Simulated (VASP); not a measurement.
# RbTl4Ag3 (R-3m) in VASP: single point with PBE

Aim: the single point of RbTl4Ag3 with PBE.

All numbers are computed with VASP 6.6.1; they aren't measurements. Logs are shortened: lines on timing, memory, paths and dates and some standing lists are left out, and cuts for length are marked.

## 1. The cell of the first run

It takes space group R-3m (No. 166, trigonal). Conventional cell: a = 4.947 Å, b = 4.947 Å, c = 37.344 Å, α = 90.00°, β = 90.00°, γ = 120.00°. Within 5.0 Å of Rb (site symmetry -3m) lie 6 Ag at 3.69 Å and 6 Tl at 4.23 Å and 6 Rb at 4.95 Å. Within 3.9 Å of Tl (site symmetry 3m) lie 4 Ag at 2.96 to 3.11 Å and 3 Tl at 3.58 Å. Within 3.9 Å of Tl (site symmetry 3m) lie 4 Ag at 2.94 to 3.01 Å and 6 Tl at 3.44 to 3.58 Å. Ag (site symmetry 3m) has 4 Tl at 2.94 to 2.96 Å and 3 Rb at 3.69 Å within 3.9 Å. Ag (site symmetry -3m) has 8 Tl at 3.01 to 3.11 Å within 4.0 Å.

## 2. Single point, PBE

The input, INCAR:

```
SYSTEM = RbTl4Ag3
PREC = Accurate
ENCUT = 520
EDIFF = 1E-7
ISMEAR = -1
SIGMA = 0.0653
LREAL = .False.
LASPH = .True.
NELM = 80
ALGO = Normal
ISIF = 2
LWAVE = .False.
LCHARG = .False.
GGA = PE
NBANDS = 57
```

The input, KPOINTS:

```
Automatic mesh
0
Gamma
  5 5 5
  0 0 0
```

The input, POSCAR:

```
RbTl4Ag3
1.0
    4.9470110043      0.0000000000      0.0000000000
   -2.4735055022      4.2842372025      0.0000000000
   -2.4735055022      1.4280790675     12.4478752395
Rb Tl Ag
1 4 3
Direct
    0.5000000000      0.5000000000      0.5000000000
    0.0832246595      0.9167753405      0.2496739784
    0.9167753405      0.0832246595      0.7503260216
    0.3076923626      0.6923076374      0.9230770878
    0.6923076374      0.3076923626      0.0769229122
    0.2290229230      0.7709770770      0.6870687691
    0.7709770770      0.2290229230      0.3129312309
    0.0000000000      0.0000000000      0.0000000000
```

Potentials or basis: VASP PAW PBE potentials, release 64 (Rb_sv, Tl_d, Ag).

Launch:

```sh
cat potpaw_PBE.64/Rb_sv/POTCAR potpaw_PBE.64/Tl_d/POTCAR potpaw_PBE.64/Ag/POTCAR > POTCAR
mpirun -np 1 vasp_std > vasp.out
```

OUTCAR:

```text
SYSTEM = RbTl4Ag3
   PREC = Accurate
   ENCUT = 520
   EDIFF = 1E-7
   ISMEAR = -1
   LREAL = .False.
   LASPH = .True.
   NELM = 80
   ISIF = 2
   GGA = PE

 ion  position               nearest neighbor table
   1  0.500  0.500  0.500-   6 3.69   7 3.69   6 3.69   7 3.69   6 3.69   7 3.69   2 4.23   3 4.23
                             3 4.23   2 4.23   3 4.23   2 4.23
   2  0.083  0.917  0.250-   7 2.96   7 2.96   7 2.96   8 3.11   5 3.58   5 3.58   5 3.58   1 4.23
                             1 4.23   1 4.23
   3  0.917  0.083  0.750-   6 2.96   6 2.96   6 2.96   8 3.11   4 3.58   4 3.58   4 3.58   1 4.23
                             1 4.23   1 4.23
   4  0.308  0.692  0.923-   6 2.94   8 3.01   8 3.01   8 3.01   5 3.44   5 3.44   5 3.44   3 3.58
                             3 3.58   3 3.58
   5  0.692  0.308  0.077-   7 2.94   8 3.01   8 3.01   8 3.01   4 3.44   4 3.44   4 3.44   2 3.58
                             2 3.58   2 3.58
   6  0.229  0.771  0.687-   4 2.94   3 2.96   3 2.96   3 2.96   1 3.69   1 3.69   1 3.69
   7  0.771  0.229  0.313-   5 2.94   2 2.96   2 2.96   2 2.96   1 3.69   1 3.69   1 3.69
   8  0.000  0.000  0.000-   5 3.01   4 3.01   5 3.01   4 3.01   4 3.01   5 3.01   2 3.11   3 3.11

  LATTYP: Found a trigonal (rhomboedric) cell.
 ALAT       =    12.7713443799
 COS(alpha) =     0.9249790558

  Lattice vectors:

 A1 = (  -0.0000000000,  -2.8561581350,  12.4478752395)
 A2 = (   2.4735055021,   1.4280790675,  12.4478752395)
 A3 = (  -2.4735055022,   1.4280790675,  12.4478752395)

Analysis of symmetry for initial positions (statically):
=====================================================================
 Subroutine PRICEL returns:
 Original cell was already a primitive cell.

 Routine SETGRP: Setting up the symmetry group for a
 trigonal (rhombohedral) supercell.

 Subroutine GETGRP returns: Found 12 space group operations
 (whereof 12 operations were pure point group operations)
 out of a pool of 12 trial point group operations.

The static configuration has the point symmetry D_3d.

Analysis of symmetry for dynamics (positions and initial velocities):
=====================================================================
 Subroutine PRICEL returns:
 Original cell was already a primitive cell.

 Routine SETGRP: Setting up the symmetry group for a
 trigonal (rhombohedral) supercell.

 Subroutine GETGRP returns: Found 12 space group operations
 (whereof 12 operations were pure point group operations)
 out of a pool of 12 trial point group operations.

The dynamic configuration has the point symmetry D_3d.

 Subroutine INISYM returns: Found 12 space group operations
[... 110 lines left out ...]
   ISYM   =      2    0-nonsym 1-usesym 2-fastsym
   POTIM  = 0.5000    time-step for ionic-motion
   TEBEG  =    0.0;   TEEND  =   0.0 temperature during run
   PSTRESS=    0.0 pullay stress
   NELECT =      94.0000    total number of electrons
   NUPDOWN=      -1.0000    fix difference up-down
   EMIN   =  10.00;   EMAX   =-10.00  energy-range for DOS
   EFERMI =   0.00;   METHOD = LEGACY
   ISMEAR =    -1;   SIGMA  =   0.07  broadening in eV -4-tet -1-fermi 0-gaus
   EFERMI_NEDOS =   21; number of points for ismear=-14 and -15
   IALGO  =     38    algorithm
   IMIX   =      4    mixing-type and parameters
     AMIX     =   0.40;   BMIX     =  1.00
     AMIX_MAG =   1.60;   BMIX_MAG =  1.00
  volume/ion in A,a.u.               =      32.98       222.55
  Fermi-wavevector in a.u.,A,eV,Ry     =   1.160594  2.193204 18.326748  1.346978
  Thomas-Fermi vector in A             =   2.297175
   LORBIT       =      0    0 simple, 1 ext, 2 COOP (PROOUT), +10 PAW based schemes
   GGA     = PE    functional components
   LHFCALC =     F    Hartree Fock is set to
   AEXX    =    0.0000 exact exchange contribution
   IVDW    =     0    specifies the selected vdW correction
   LEPSILON=     F    determine dielectric tensor
   LRPA    =     F    only Hartree local field effects (RPA)
 non-spin polarized calculation
  energy-cutoff  :      520.00
  volume of cell :      263.82
 maximum number of plane-waves:      7130
 NGX is ok and might be reduce to    40
   NGX = 19   NGY = 19   NGZ = 47

 number of electron      94.0000004 magnetization

 Free energy of the ion-electron system (eV)
  ---------------------------------------------------
  ext. energy  EPLUGINS =         0.00000000
  ---------------------------------------------------
  free energy    TOTEN  =       -17.00362353 eV

  energy without entropy =      -16.94300325  energy(sigma->0) =      -16.97331339

 E-fermi :   3.9629     XC(G=0):  -8.8822

 val. band max:        3.9469578119   @ k =   0.4000  -0.4000   0.2000
 cond. band min:       3.9643983373   @ k =   0.4000   0.2000  -0.0000
 fundamental gap:      0.0174405255
 Fermi energy:         3.9629433442

 k-point     1 :       0.0000    0.0000    0.0000
  band No.  band energies     occupation
      1     -23.6900      2.00000
      2      -7.8233      2.00000
      3      -7.7839      2.00000
      4      -7.7839      2.00000
      5      -7.7020      2.00000
      6      -7.7020      2.00000
[... 1129 lines left out ...]
     56       8.3612      0.00000
     57       8.4134      0.00000

------------------------ aborting loop because EDIFF is reached ----------------------------------------

  FORCE on cell =-STRESS in cart. coord.  units (eV):
  Direction    XX          YY          ZZ          XY          YZ          ZX
  --------------------------------------------------------------------------------------
  -------------------------------------------------------------------------------------
  Total       -0.0395267     -0.0395267     -0.0475105      0.0000000      0.0000000      0.0000000
  in kB       -0.2400434     -0.2400434     -0.2885287      0.0000000      0.0000000      0.0000000
  external PRESSURE =      -0.2562052 kB  Pullay stress =       0.0000000 kB

 VOLUME and BASIS-vectors are now :
 -----------------------------------------------------------------------------
  energy-cutoff  :      520.00
  volume of cell :      263.82
      direct lattice vectors                 reciprocal lattice vectors
     4.947011004  0.000000000  0.000000000     0.202142263  0.116706890  0.026778332
    -2.473505502  4.284237202  0.000000000     0.000000000  0.233413780 -0.026778332
    -2.473505502  1.428079067 12.447875240     0.000000000  0.000000000  0.080334995

 POSITION                                       TOTAL-FORCE (eV/Angst)
 -----------------------------------------------------------------------------------
     -0.00000      2.85616      6.22394        -0.000000      0.000000      0.000000
     -2.47351      4.28424      3.10791         0.000000      0.000000     -0.001476
      2.47351      1.42808      9.33996        -0.000000     -0.000000      0.001476
     -2.47351      4.28424     11.49035        -0.000000     -0.000000      0.001405
      2.47351      1.42808      0.95753         0.000000      0.000000     -0.001405
     -2.47351      4.28424      8.55255         0.000000      0.000000     -0.002112
      2.47351      1.42808      3.89533        -0.000000     -0.000000      0.002112
      0.00000      0.00000      0.00000        -0.000000      0.000000      0.000000
 -----------------------------------------------------------------------------------
    total drift:                               -0.000000      0.000000      0.000000

  FREE ENERGIE OF THE ION-ELECTRON SYSTEM (eV)
  ---------------------------------------------------
  free  energy   TOTEN  =       -17.0036235254 eV

  energy  without entropy=      -16.9430032473  energy(sigma->0) =      -16.97331339
```

OSZICAR:

```text
N       E                     dE             d eps       ncg     rms          rms(c)
DAV:   1     0.579722590071E+03    0.57972E+03   -0.47004E+04  2190   0.150E+03
DAV:   2     0.787919972013E+01   -0.57184E+03   -0.55312E+03  2314   0.337E+02
DAV:   3    -0.170102084428E+02   -0.24889E+02   -0.24438E+02  2717   0.601E+01
DAV:   4    -0.175505639582E+02   -0.54036E+00   -0.53784E+00  2884   0.721E+00
DAV:   5    -0.175649570204E+02   -0.14393E-01   -0.14392E-01  2868   0.975E-01    0.765E+00
DAV:   6    -0.170396951408E+02    0.52526E+00   -0.25817E+00  2302   0.800E+00    0.491E+00
DAV:   7    -0.170090387903E+02    0.30656E-01   -0.12499E-01  2419   0.201E+00    0.285E+00
DAV:   8    -0.170040465298E+02    0.49923E-02   -0.54329E-02  2407   0.103E+00    0.374E-01
DAV:   9    -0.170033982159E+02    0.64831E-03   -0.85117E-03  2532   0.499E-01    0.117E-01
DAV:  10    -0.170034554148E+02   -0.57199E-04   -0.93339E-04  2367   0.142E-01    0.656E-02
DAV:  11    -0.170035984520E+02   -0.14304E-03   -0.29583E-04  2412   0.834E-02    0.289E-02
DAV:  12    -0.170036184988E+02   -0.20047E-04   -0.62009E-05  2387   0.444E-02    0.694E-03
DAV:  13    -0.170036226082E+02   -0.41094E-05   -0.93934E-06  2319   0.111E-02    0.239E-03
DAV:  14    -0.170036232170E+02   -0.60875E-06   -0.12217E-06  2345   0.459E-03    0.113E-03
DAV:  15    -0.170036234296E+02   -0.21266E-06   -0.12629E-07  1603   0.162E-03    0.483E-04
DAV:  16    -0.170036235421E+02   -0.11252E-06   -0.11643E-07  1552   0.105E-03    0.151E-04
DAV:  17    -0.170036235254E+02    0.16706E-07   -0.68621E-09  1235   0.362E-04
   1 F= -.17003624E+02 E0= -.16973313E+02  d E =-.606203E-01
```

stdout:

```text
POSCAR found type information on POSCAR RbTlAg
 POSCAR found :  3 types and       8 ions
 scaLAPACK will be used
 LDA part: xc-table for (Slater+PW92), standard interpolation
 POSCAR, INCAR and KPOINTS ok, starting setup
 FFT: planning ... GRIDC
 FFT: planning ... GRID_SOFT
 FFT: planning ... GRID
 WAVECAR not read
 entering main loop
```

Run time: 4.1 min. Hardware: 1 thread of Intel Xeon Platinum 8559C (Emerald Rapids), shared host; peak memory 0.55 GiB.

Results:

```
Free energy            : -17.0036 eV
Pressure               : 0.0 GPa
Band gap on the k mesh : zero (bands 47 and 48 overlap by 1.98 eV)
```

Forces on the atoms (eV/Å):
```
Rb   0.000  0.000  0.000
Tl   0.000  0.000 -0.001
Tl   0.000  0.000  0.001
Tl   0.000  0.000  0.001
Tl   0.000  0.000 -0.001
Ag   0.000  0.000 -0.002
Ag   0.000  0.000  0.002
Ag   0.000  0.000  0.000
```

Levels at points of the mesh, in eV from the Fermi level:
| k point | band 43 | band 44 | band 45 | band 46 | band 47 | band 48 | band 49 | band 50 | band 51 | band 52 |
| --- | --- | --- | --- | --- | --- | --- | --- | --- | --- | --- |
| (0.00, 0.00, 0.00) | -3.03 | -1.03 | 0.08 | 0.83 | 1.68 | 1.68 | 1.91 | 1.91 | 2.39 | 3.10 |

Caveat: spin-orbit coupling is left out, which moves the levels of the heavy elements.
